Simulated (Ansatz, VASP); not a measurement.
CaS: VASP beside Ansatz

POSCAR

```
CaS
1.0
    2.8812658363      2.8812658363      0.0000000000
   -2.8812658363      2.8812658363      0.0000000000
    0.0000000000      2.8812658363      2.8812658363
Ca S
1 1
Direct
    0.0000000000      0.0000000000      0.0000000000
    0.5000000000      0.5000000000      0.0000000000
```

File INCAR.step1:

```
SYSTEM = CaS
  PREC = Accurate
  ENCUT = 550
  ISMEAR = 0
  SIGMA = 0.01
  LREAL = .False.
  LASPH = .True.
  NELM = 120
  NBANDS = 15
  GGA = PE
  ALGO = Normal
  EDIFF = 1E-5
  LWAVE = .True.
  LCHARG = .False.
  GGA_COMPAT = .False.
```

Contents of INCAR.step2:

```
SYSTEM = CaS
  PREC = Accurate
  ENCUT = 550
  EDIFF = 1E-6
  ISMEAR = 0
  SIGMA = 0.01
  LREAL = .False.
  LASPH = .True.
  NELM = 120
  ALGO = Normal
  ISIF = 2
  LWAVE = .False.
  LCHARG = .False.
  METAGGA = R2SCAN
  LMIXTAU = .True.
  NBANDS = 15
  ISTART = 1
  GGA_COMPAT = .False.
```

File KPOINTS:

```
regular mesh
0
Gamma
  8 8 8
  0 0 0
```

Input for Ansatz:

```yaml
crystal:
  lattice:
    - [2.88126583627, 2.88126583627, 0.0]
    - [-2.88126583627, 2.88126583627, 0.0]
    - [0.0, 2.88126583627, 2.88126583627]
  atoms:
    - { symbol: Ca, position: [0.0, 0.0, 0.0] }
    - { symbol: S, position: [0.5, 0.5, 0.0] }
kpoints:
  mp_grid: { grid: [8, 8, 8] }
scf:
  occupations: { method: fixed }
  convergence: { dr2_threshold: 1.0e-10 }
hamiltonian:
  xc: r2scan
  pseudopotentials: { kind: paw }
output:
  forces: true
  stress: true
  eigenstates:
    kpoints:
      - [0.0, 0.0, 0.0]
      - [-0.5, 0.5, 0.0]
      - [-0.5, -0.5, -0.5]
      - [0.0, 0.0, -0.5]
      - [0.0, -0.5, -0.5]
      - [0.0, 0.5, 0.0]
      - [-0.5, 0.0, 0.0]
      - [-0.5, 0.0, -0.5]
  eigenvalues: true
```

Alike in both runs: task single point; functional r2SCAN; k mesh 8 × 8 × 8; no spin polarisation.

```csv
,VASP,Ansatz
version,VASP 6.6.1,Ansatz 0.2.0
potentials or method,"VASP PAW PBE potentials, release 64 (Ca_sv, S)","PAW with Ansatz's default frozen-core files, scalar-relativistic"
plane-wave cutoff (eV),550,500
occupations,"gaussian, width 0.01 eV",fixed
valence electrons in the cell,16,16
```

Ansatz gave:

| Item | Value |
| --- | --- |
| gap on the k mesh at the Fermi level (eV) | 2.88 |
| pressure (GPa) | -2.0 |

Q: Which values does VASP return?

A: gap on the k mesh at the Fermi level (eV): 2.88; pressure (GPa): -1.7.

VASP's potentials were made for PBE, not for r2SCAN.
